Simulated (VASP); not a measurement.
# ZrS (Fm-3m) in VASP: notebook, part 2 of 2

VASP 6.6.1.

### Step 4. Single point, r2SCAN+D3(BJ)

Contents of POSCAR:

```
ZrS
1.0
    0.0000000000      2.6250000000      2.6250000000
    2.6250000000      0.0000000000      2.6250000000
    2.6250000000      2.6250000000      0.0000000000
Zr S
1 1
Direct
    0.0000000000      0.0000000000      0.0000000000
    0.5000000000      0.5000000000      0.5000000000
```

Contents of INCAR.step1:

```
PREC = Accurate
ENCUT = 520
ISMEAR = -1
SIGMA = 0.2
LREAL = False
LASPH = True
NELM = 100
NBANDS = 16
GGA = PE
ALGO = Normal
EDIFF = 1E-4
LWAVE = True
LCHARG = False
```

Contents of INCAR.step2:

```
PREC = Accurate
ENCUT = 520
EDIFF = 1E-6
ISMEAR = -1
SIGMA = 0.2
LREAL = False
LASPH = True
NELM = 100
ALGO = Normal
ISIF = 2
LWAVE = False
LCHARG = True
METAGGA = R2SCAN
LMIXTAU = True
IVDW = 12
VDW_S6 = 1.0
VDW_S8 = 0.78981345
VDW_A1 = 0.49484001
VDW_A2 = 5.73083694
LELF = True
LVHAR = True
NBANDS = 16
ISTART = 1
```

Contents of KPOINTS:

```
regular mesh
0
Gamma
  10 10 10
```

Potentials or basis: VASP PAW PBE potentials, release 64 (Zr_sv, S).

Command:

```console
cat potpaw_PBE.64/Zr_sv/POTCAR potpaw_PBE.64/S/POTCAR > POTCAR
cp INCAR.step1 INCAR
mpirun -np 1 vasp_std > vasp.out
cp INCAR.step2 INCAR
mpirun -np 1 vasp_std > vasp.out
```

OUTCAR:

```text
PREC = Accurate
   ENCUT = 520
   EDIFF = 1E-6
   ISMEAR = -1
   LREAL = False
   LASPH = True
   NELM = 100
   ISIF = 2
   METAGGA = R2SCAN
   IVDW = 12
   ISTART = 1
 IVDW          = 12

 ion  position               nearest neighbor table
   1  0.000  0.000  0.000-   2 2.62   2 2.62   2 2.62   2 2.62   2 2.62   2 2.62
   2  0.500  0.500  0.500-   1 2.62   1 2.62   1 2.62   1 2.62   1 2.62   1 2.62

  LATTYP: Found a face centered cubic cell.
 ALAT       =     5.2500000000

  Lattice vectors:

 A1 = (   0.0000000000,   2.6250000000,   2.6250000000)
 A2 = (   2.6250000000,   0.0000000000,   2.6250000000)
 A3 = (   2.6250000000,   2.6250000000,   0.0000000000)

Analysis of symmetry for initial positions (statically):
=====================================================================
 Subroutine PRICEL returns:
 Original cell was already a primitive cell.

 Routine SETGRP: Setting up the symmetry group for a
 face centered cubic supercell.

 Subroutine GETGRP returns: Found 48 space group operations
 (whereof 48 operations were pure point group operations)
 out of a pool of 48 trial point group operations.

The static configuration has the point symmetry O_h .

Analysis of symmetry for dynamics (positions and initial velocities):
=====================================================================
 Subroutine PRICEL returns:
 Original cell was already a primitive cell.

 Routine SETGRP: Setting up the symmetry group for a
 face centered cubic supercell.

 Subroutine GETGRP returns: Found 48 space group operations
 (whereof 48 operations were pure point group operations)
 out of a pool of 48 trial point group operations.

[... 112 lines left out ...]
   NUPDOWN=      -1.0000    fix difference up-down
   EMIN   =  10.00;   EMAX   =-10.00  energy-range for DOS
   EFERMI =   0.00;   METHOD = LEGACY
   ISMEAR =    -1;   SIGMA  =   0.20  broadening in eV -4-tet -1-fermi 0-gaus
   EFERMI_NEDOS =   21; number of points for ismear=-14 and -15
   IALGO  =     38    algorithm
   IMIX   =      4    mixing-type and parameters
     AMIX     =   0.40;   BMIX     =  1.00
     AMIX_MAG =   1.60;   BMIX_MAG =  1.00
  volume/ion in A,a.u.               =      18.09       122.06
  Fermi-wavevector in a.u.,A,eV,Ry     =   1.297258  2.451462 22.896950  1.682878
  Thomas-Fermi vector in A             =   2.428662
   LORBIT       =      0    0 simple, 1 ext, 2 COOP (PROOUT), +10 PAW based schemes
   METAGGA = R2SCAN    functional components
   LHFCALC =     F    Hartree Fock is set to
   AEXX    =    0.0000 exact exchange contribution
   IVDW    =    12    specifies the selected vdW correction
   LEPSILON=     F    determine dielectric tensor
   LRPA    =     F    only Hartree local field effects (RPA)
 non-spin polarized calculation
  energy-cutoff  :      520.00
  volume of cell :       36.18
 maximum number of plane-waves:       990
   NGX = 13   NGY = 13   NGZ = 13

 number of electron      18.0000000 magnetization

 Free energy of the ion-electron system (eV)
  ---------------------------------------------------
  ext. energy  EPLUGINS =         0.00000000
  ---------------------------------------------------
  free energy    TOTEN  =       -33.96928388 eV

  energy without entropy =      -33.80242239  energy(sigma->0) =      -33.88585313

 E-fermi :  10.9188     XC(G=0): -11.9602

 val. band max:       10.8922982264   @ k =  -0.3000   0.1000   0.0000
 cond. band min:      10.9756165296   @ k =  -0.3000   0.4000   0.2000
 fundamental gap:      0.0833183032
 Fermi energy:        10.9188288415

 k-point     1 :       0.0000    0.0000    0.0000
  band No.  band energies     occupation
      1     -40.9222      2.00000
      2     -18.2049      2.00000
      3     -18.2049      2.00000
      4     -18.2049      2.00000
      5      -5.8611      2.00000
      6       6.9485      2.00000
[... 433 lines left out ...]
      3     -18.2983      2.00000
      4     -18.2885      2.00000
      5      -4.9215      2.00000
      6       3.7009      2.00000
[... 8 lines left out ...]
     15      18.7786      0.00000
     16      20.1498      0.00000

 [... further k-points ...]

------------------------ aborting loop because EDIFF is reached ----------------------------------------

 Edisp (eV)   -0.47303

 E8    (eV) :    -0.1697

  FORCE on cell =-STRESS in cart. coord.  units (eV):
  Direction    XX          YY          ZZ          XY          YZ          ZX
  --------------------------------------------------------------------------------------
  -------------------------------------------------------------------------------------
  Total      -0.82859    -0.82859    -0.82859     0.00000     0.00000    -0.00000
  in kB     -36.69719   -36.69719   -36.69719     0.00000     0.00000    -0.00000
  external pressure =      -36.70 kB  Pullay stress =        0.00 kB

 VOLUME and BASIS-vectors are now :
 -----------------------------------------------------------------------------
  energy-cutoff  :      520.00
  volume of cell :       36.18
      direct lattice vectors                 reciprocal lattice vectors
     0.000000000  2.625000000  2.625000000    -0.190476190  0.190476190  0.190476190
     2.625000000  0.000000000  2.625000000     0.190476190 -0.190476190  0.190476190
     2.625000000  2.625000000  0.000000000     0.190476190  0.190476190 -0.190476190

 POSITION                                       TOTAL-FORCE (eV/Angst)
 -----------------------------------------------------------------------------------
      0.00000      0.00000      0.00000         0.000000      0.000000     -0.000000
      2.62500      2.62500      2.62500         0.000000      0.000000      0.000000
 -----------------------------------------------------------------------------------
    total drift:                                0.000000      0.000000      0.000000

  FREE ENERGIE OF THE ION-ELECTRON SYSTEM (eV)
  ---------------------------------------------------
  free  energy   TOTEN  =       -34.4423154569 eV

  energy  without entropy=      -34.2754539615  energy(sigma->0) =      -34.35888471
```

OUTCAR.step1:

```text
PREC = Accurate
   ENCUT = 520
   ISMEAR = -1
   LREAL = False
   LASPH = True
[... 676 lines left out ...]
      0.00000      0.00000      0.00000        -0.000000      0.000000     -0.000000
      2.62500      2.62500      2.62500         0.000000     -0.000000      0.000000
 -----------------------------------------------------------------------------------
    total drift:                                0.000000      0.000000      0.000000

  FREE ENERGIE OF THE ION-ELECTRON SYSTEM (eV)
  ---------------------------------------------------
  free  energy   TOTEN  =       -15.4996588270 eV

  energy  without entropy=      -15.3253612151  energy(sigma->0) =      -15.41251002
```

Wall time 94 s (1 thread of Intel Xeon Platinum 8259CL at 2.50GHz (Skylake/Cascade Lake), shared host); peak memory 0.19 GiB.

Results:

| Quantity | Value |
| --- | --- |
| Free energy | -34.4423 eV |
| Pressure | -3.7 GPa |
| Band gap on the k mesh | zero (band 9 reaches 12.44 eV, above the bottom of band 10 at 9.52 eV) |
| Dispersion energy per atom | -0.237 eV |

Caveat: three body term missing; the PAW data sets were made with another functional, which shifts forces and pressure a little; pairwise dispersion overbinds metals, which lowers pressure and volume.

### Step 5. Single point, r2SCAN+D3(BJ)

POSCAR is that of step 4.

Contents of INCAR.step1:

```
SYSTEM = ZrS
  ALGO = Normal
  EDIFF = 1E-4
  ENCUT = 520
  GGA = PE
  ISMEAR = -1
  LASPH = .TRUE.
  LCHARG = .FALSE.
  LREAL = .FALSE.
  LWAVE = .TRUE.
  NBANDS = 16
  NELM = 100
  PREC = Accurate
  SIGMA = 0.1
```

Contents of INCAR.step2:

```
SYSTEM = ZrS
  ALGO = Normal
  EDIFF = 1E-7
  ENCUT = 520
  ISIF = 2
  ISMEAR = -1
  ISTART = 1
  IVDW = 12
  LASPH = .TRUE.
  LCHARG = .TRUE.
  LELF = .TRUE.
  LMIXTAU = .TRUE.
  LREAL = .FALSE.
  LVHAR = .TRUE.
  LWAVE = .FALSE.
  METAGGA = R2SCAN
  NBANDS = 16
  NELM = 100
  PREC = Accurate
  SIGMA = 0.1
  VDW_A1 = 0.49484001
  VDW_A2 = 5.73083694
  VDW_S6 = 1.0
  VDW_S8 = 0.78981345
```

Contents of KPOINTS:

```
k-points
0
G
  10 10 10
  0 0 0
```

Command:

```console
cat potpaw_PBE.64/Zr_sv/POTCAR potpaw_PBE.64/S/POTCAR > POTCAR
cp INCAR.step1 INCAR
mpirun -np 1 vasp_std > vasp.out
cp INCAR.step2 INCAR
mpirun -np 1 vasp_std > vasp.out
```

It took 1.9 min on 1 thread of Intel Xeon Platinum 8259CL at 2.50GHz (Skylake/Cascade Lake), shared host; peak memory 0.18 GiB.

Results (log left out):

- Free energy: -34.3809 eV
- Pressure: -4.1 GPa
- Band gap on the k mesh: zero (band 9 reaches 12.43 eV, above the bottom of band 10 at 9.51 eV)
- Dispersion energy per atom: -0.237 eV

Levels at points of the mesh, in eV from the Fermi level:
| k point | band 5 | band 6 | band 7 | band 8 | band 9 | band 10 | band 11 | band 12 | band 13 | band 14 |
| --- | --- | --- | --- | --- | --- | --- | --- | --- | --- | --- |
| (0.00, 0.00, 0.00) | -16.82 | -4.01 | -4.01 | -4.01 | -1.44 | -1.44 | -1.44 | -0.71 | -0.71 | 2.30 |
| (0.50, 0.00, 0.00) | -15.24 | -8.52 | -6.46 | -6.46 | 1.47 | 1.47 | 1.82 | 2.07 | 5.75 | 5.75 |
| (0.50, 0.50, 0.00) | -15.96 | -6.79 | -4.98 | -4.98 | -3.55 | 0.51 | 2.36 | 2.36 | 3.02 | 3.53 |

Caveat: three body term missing; the PAW data sets were made with another functional, which shifts forces and pressure a little; pairwise dispersion overbinds metals, which lowers pressure and volume.

### Step 6. The runs side by side

| smearing | gap on the mesh (eV) | pressure (GPa) |
| --- | --- | --- |
| fermi-dirac 0.5 eV | none | -0.8 |
| fermi-dirac 0.3 eV | none | -3.0 |
| fermi-dirac 0.2 eV | none | -3.7 |
| fermi-dirac 0.1 eV | none | -4.1 |

Alike in all rows: task single point; level r2SCAN+D3(BJ); potentials or basis VASP PAW PBE potentials, release 64 (Zr_sv, S); no spin polarisation; cell as given; k mesh 10 × 10 × 10; cutoff (eV) 520.

Every run on the cell as given and a fine mesh finds a metal.

Caveats: three body term missing; the PAW data sets were made with another functional, which shifts forces and pressure a little; pairwise dispersion overbinds metals, which lowers pressure and volume.

Total energies depend on the potentials used, so only differences within one code and one set of settings carry meaning.
